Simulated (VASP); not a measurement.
Ti, 1 atom in the cell. The structure is cubic, space group Fm-3m (No. 225). Conventional cell: a = 4.005 Å, b = 4.005 Å, c = 4.005 Å, α = 90.00°, β = 90.00°, γ = 90.00°. Within 3.7 Å of Ti (site symmetry m-3m) lie 12 Ti at 2.83 Å. 

| Property | Result |
| --- | --- |
| Program | VASP 6.6.1 |
| Task | single point |
| Functional | revPBE |
| Potentials or basis | VASP PAW PBE potentials, release 64 (Ti_sv) |
| Cutoff | 520 eV |
| k mesh | 11 × 11 × 11 |
| Occupations | fermi-dirac, width 0.01 eV |
| Spin | no spin polarisation |
| Dipole correction | no |
| Further INCAR settings | ALGO = Normal; EDIFF = 1e-06; NBANDS = 12 |

Potentials or basis: VASP PAW PBE potentials, release 64 (Ti_sv).

Launch:

```bash
$ cat potpaw_PBE.64/Ti_sv/POTCAR > POTCAR
$ mpirun -np 1 vasp_std > vasp.out
```

Hardware: 1 thread of Intel Xeon 6975P-C, on a shared host.

Task: Estimate the wall time of this run.

Result: Run time: 8 s on 1 thread of Intel Xeon 6975P-C, on a shared host, peak memory 0.14 GiB. Counts: scf iterations 12, k points 56.
